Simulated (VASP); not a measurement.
Wanted: the native input for a VASP 6.6.1 run.

| Property | Result |
| --- | --- |
| Task | single point |
| Functional | SVWN5 |
| Potentials or basis | VASP PAW PBE potentials, release 64 (Sn_d, O) |
| Cutoff | 520 eV |
| k mesh | 7 × 7 × 6 |
| Occupations | fermi-dirac, width 0.05 eV |
| Spin | no spin polarisation |
| Dipole correction | no |
| Further INCAR settings | ALGO = Normal; EDIFF = 1e-07; NBANDS = 28 |

The structure of SnO lies in POSCAR:

```
SnO
1.0
    3.8389522158      0.0000000000      0.0000000000
    0.0000000000      3.8389522158      0.0000000000
    0.0000000000      0.0000000000      4.9192779074
Sn O
2 2
Direct
    0.5000000000      0.0000000000      0.7646261400
    0.0000000000      0.5000000000      0.2353738600
    0.0000000000      0.0000000000      0.0000000000
    0.5000000000      0.5000000000      0.0000000000
```

These files were run (other wordings do the same):

INCAR

```
SYSTEM = SnO
ALGO = Normal
EDIFF = 1E-7
ENCUT = 520
GGA = VW
ISIF = 2
ISMEAR = -1
LASPH = .TRUE.
LCHARG = .FALSE.
LREAL = .FALSE.
LWAVE = .FALSE.
NBANDS = 28
NELM = 80
PREC = Accurate
SIGMA = 0.05
```

KPOINTS

```
k-points
0
G
  7 7 6
  0 0 0
```

Potentials or basis: VASP PAW PBE potentials, release 64 (Sn_d, O).

Command:

```console
$ cat potpaw_PBE.64/Sn_d/POTCAR potpaw_PBE.64/O/POTCAR > POTCAR
$ mpirun -np 1 vasp_std > vasp.out
```

It gave:

The pressure is -4.8 GPa, the largest force is 0.417 eV/Å and the band gap on the k mesh is 0.53 eV (least direct gap 1.98 eV).

Caveat: the cell stands under tension; the PAW data sets were made with another functional, which shifts forces and pressure a little; spin-orbit coupling is left out, which moves the levels of the heavy elements; an odd mesh through Γ misses points on the zone boundary, where band edges can lie.

Wall time 120 s on 1 thread of Intel Xeon 8259CL, with other jobs on the host, peak memory 0.2 GiB.
